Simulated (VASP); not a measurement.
A run of VASP 6.6.1 is set up as follows.

Contents of INCAR:

```
SYSTEM = ZrCo2P17
PREC     = Accurate       ! precision mode
ENCUT    = 400            ! plane-wave cutoff, eV
EDIFF    = 1E-6           ! SCF threshold, eV
ISMEAR   = -1             ! smearing method
SIGMA    = 0.1267         ! smearing width, eV
LREAL    = Auto         
LASPH    = .True.         ! aspherical terms in the spheres
NELM     = 120            ! most SCF steps
ALGO     = Normal         ! electronic algorithm
ISIF     = 2              ! what is computed and relaxed
LWAVE    = .False.        ! write WAVECAR
LCHARG   = .False.        ! write CHGCAR
GGA      = PE             ! functional
NBANDS   = 74             ! bands
ISYM     = -1           
GGA_COMPAT= .False.
```

Contents of KPOINTS:

```
explicit points
1
Reciprocal
  0.25000000   0.25000000   0.25000000 1
```

Contents of POSCAR:

```
ZrCo2P17
1.0
    6.2302900000     -0.0420620000     -0.1372180000
   -0.0420620000      6.5845580000     -0.0758190000
   -0.1372180000     -0.0758190000      6.5099230000
P Co Zr
17 2 1
Direct
    0.1076231873      0.8813276619      0.1110442044
    0.4074513296      0.0693282344      0.1089642771
    0.5392391723      0.6102311411      0.7229436409
    0.1667638396      0.9274887280      0.6485960384
    0.6866542233      0.8872092351      0.5079810677
    0.8778403631      0.1266723984      0.2292041970
    0.7041908630      0.3632677166      0.4505423884
    0.3294563662      0.8252509533      0.3846288267
    0.6541938197      0.8610375683      0.0135204633
    0.5042443217      0.2455224335      0.8425220487
    0.1547498797      0.3507068678      0.2203223775
    0.4371272027      0.5766630395      0.2051963956
    0.3819557598      0.2133793382      0.5266728060
    0.8483884801      0.0731327863      0.8228960658
    0.8865385721      0.5481849012      0.7112160744
   -0.0451596863      0.7155676312      0.4209641036
    0.1441947317      0.3382759196      0.8748373605
    0.1411190573      0.6851488336      0.8661613009
   -0.0399593646      0.2135093794      0.5713167304
    0.7813351515      0.4900211222      1.0773682205
```

Potentials or basis: VASP PAW PBE potentials, release 64 (P, Co, Zr_sv).

Command:

```sh
$ cat potpaw_PBE.64/P/POTCAR potpaw_PBE.64/Co/POTCAR potpaw_PBE.64/Zr_sv/POTCAR > POTCAR
$ mpirun -np 1 vasp_std > vasp.out
```

(1) Estimate the pressure.

(2) What does it give for the largest force?

(3) What does it give for the band gap on the k mesh?

Results:

(1) 20.9 GPa.

(2) 3.441 eV/Å.

(3) zero (an odd number of electrons rules out a gap without spin polarisation).

Caveat: the atoms stand as in a frame of molecular dynamics; the run has no spin polarisation, though such a crystal can be magnetic.
